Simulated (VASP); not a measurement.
Set up this calculation in VASP 6.6.1, as the native input.

| Property | Result |
| --- | --- |
| Task | single point |
| Functional | r2SCAN |
| Potentials or basis | VASP PAW PBE potentials, release 64 (Ru_pv, Si, Br) |
| Cutoff | 520 eV |
| k mesh | 9 × 9 × 9 |
| Occupations | fermi-dirac, width 0.1 eV |
| Spin | no spin polarisation |
| Dipole correction | no |
| Further INCAR settings | ALGO = Normal; EDIFF = 1e-06; NBANDS = 30 |

Crystal: Si2Ru2Br.

```
Ru Si Br
1.0
     0.00000    4.23377    0.00000
     4.23377    0.00000    0.00000
     2.11688    2.11688   -4.95406
Ru Si Br
2 2 1
Direct
  0.75000 0.25000 0.50000
  0.25000 0.75000 0.50000
  0.36840 0.36840 0.26320
  0.63160 0.63160 0.73680
  0.00000 0.00000 0.00000
```

These files were run (other wordings do the same):

POSCAR

```
Si2Ru2Br
1.0
    0.0000000000      4.2337660000      0.0000000000
    4.2337660000      0.0000000000      0.0000000000
    2.1168830000      2.1168830000     -4.9540620000
Ru Si Br
2 2 1
Direct
    0.7500000000      0.2500000000      0.5000000000
    0.2500000000      0.7500000000      0.5000000000
    0.3684000000      0.3684000000      0.2632000000
    0.6316000000      0.6316000000      0.7368000000
    0.0000000000      0.0000000000      0.0000000000
```

INCAR.step1

```
SYSTEM = Si2Ru2Br
PREC = Accurate
ENCUT = 520
ISMEAR = -1
SIGMA = 0.1
LREAL = .FALSE.
LASPH = .TRUE.
NELM = 100
NBANDS = 30
GGA = PE
ALGO = Normal
EDIFF = 1E-4
LWAVE = .TRUE.
LCHARG = .FALSE.
```

INCAR.step2

```
SYSTEM = Si2Ru2Br
PREC = Accurate
ENCUT = 520
EDIFF = 1E-6
ISMEAR = -1
SIGMA = 0.1
LREAL = .FALSE.
LASPH = .TRUE.
NELM = 100
ALGO = Normal
ISIF = 2
LWAVE = .FALSE.
LCHARG = .FALSE.
METAGGA = R2SCAN
LMIXTAU = .TRUE.
NBANDS = 30
ISTART = 1
```

KPOINTS

```
regular mesh
0
G
  9 9 9
  0 0 0
```

Potentials or basis: VASP PAW PBE potentials, release 64 (Ru_pv, Si, Br).

Launch:

```sh
$ cat potpaw_PBE.64/Ru_pv/POTCAR potpaw_PBE.64/Si/POTCAR potpaw_PBE.64/Br/POTCAR > POTCAR
$ cp INCAR.step1 INCAR
$ mpirun -np 1 vasp_std > vasp.out
$ cp INCAR.step2 INCAR
$ mpirun -np 1 vasp_std > vasp.out
```

Results of the run:

```
Pressure               : -6.1 GPa
Largest force          : 0.508 eV/Å
Band gap on the k mesh : zero (an odd number of electrons rules out a gap without spin polarisation)
```

Caveat: the cell stands under tension; the PAW data sets were made with another functional, which shifts forces and pressure a little; an odd number of electrons without spin polarisation forces a metal; a magnetic or distorted state may lie lower.

It took 14 min on 1 thread of Intel Xeon 8259CL, on a shared host, peak memory 0.35 GiB.
